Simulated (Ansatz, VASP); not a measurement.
## One calculation of Cr, two programs

INCAR

```
SYSTEM = Cr
ALGO     = Normal         ! electronic algorithm
EDIFF    = 1E-7           ! SCF threshold, eV
ENCUT    = 520            ! plane-wave cutoff, eV
GGA      = CA             ! functional
ISIF     = 2              ! what is computed and relaxed
ISMEAR   = -1             ! smearing method
ISPIN    = 2              ! spin polarisation
LASPH    = .True.         ! aspherical terms in the spheres
LCHARG   = .False.        ! write CHGCAR
LMAXMIX  = 4              ! l up to which the mixer works
LORBIT   = 11             ! projections on sites
LREAL    = .False.        ! projectors in reciprocal space
LWAVE    = .False.        ! write WAVECAR
MAGMOM   = 3 3            ! initial moments
NBANDS   = 23             ! bands
NELM     = 150            ! most SCF steps
PREC     = Accurate       ! precision mode
SIGMA    = 0.03           ! smearing width, eV
```

Contents of KPOINTS:

```
k-points
0
Gamma
  12 12 7
  0 0 0
```

The input POSCAR:

```
Cr
1.0
    2.7584997124      0.0000000000      0.0000000000
   -1.3792498562      2.3889308273      0.0000000000
    0.0000000000      0.0000000000      4.4823079335
Cr
2
Direct
    0.3333333333      0.6666666667      0.2500000000
    0.6666666667      0.3333333333      0.7500000000
```

Input for Ansatz:

```yaml
crystal:
  lattice:
    - [2.7584997124, 0.0, 0.0]
    - [-1.3792498562, 2.3889308273, 0.0]
    - [0.0, 0.0, 4.4823079335]
  atoms:
    - { symbol: Cr, position: [0.3333333333, 0.6666666667, 0.25], spin: 3.0 }
    - { symbol: Cr, position: [0.6666666667, 0.3333333333, 0.75], spin: 3.0 }
magnetization:
  spin_polarized: true
kpoints:
  mp_grid: { grid: [12, 12, 7] }
scf:
  occupations: { method: fermi_dirac, width: 0.03 }
  lower_state_search: "off"
hamiltonian:
  xc: lda
  pseudopotentials: { kind: all_electron, lapw: { basis_error: 0.0005 } }
output:
  forces: true
  stress: true
  eigenvalues: false
  populations: true
```

Change from the starting cell: volume scaled by 1.05, LAPW.

Alike in both runs: task single point; functional LDA; k mesh 12 × 12 × 7; occupations fermi-dirac, width 0.03 eV; collinear spin.

|  | VASP | Ansatz |
| --- | --- | --- |
| version | VASP 6.6.1 | Ansatz 0.2.0 |
| potentials or method | VASP PAW LDA potentials, release 64 (Cr_pv), cutoff 520 eV | all-electron LAPW, scalar-relativistic |

```csv
,VASP,Ansatz,Ansatz less VASP
pressure (GPa),-41.5,-40.5,+0.98
"traceless stress, the component that is largest in VASP (GPa)",3.45,2.34,-1.104
net moment per atom (μB),0.64,0.90,+0.255
size of the moment on the site where the two differ most (μB),0.59,0.87,+0.273
```

The net moments are unlike, so the other rows may belong to different states. LDA's correlation is that of Perdew and Zunger in VASP and of Perdew and Wang (1992) in Ansatz. Site moments also hang on the region over which each program counts them. Both programs put the cell under strong tension, so it lies far from rest at this level. Ansatz ran all-electron here, and VASP with PAW potentials.

Noted on VASP's run: the cell as given lies far from equilibrium.
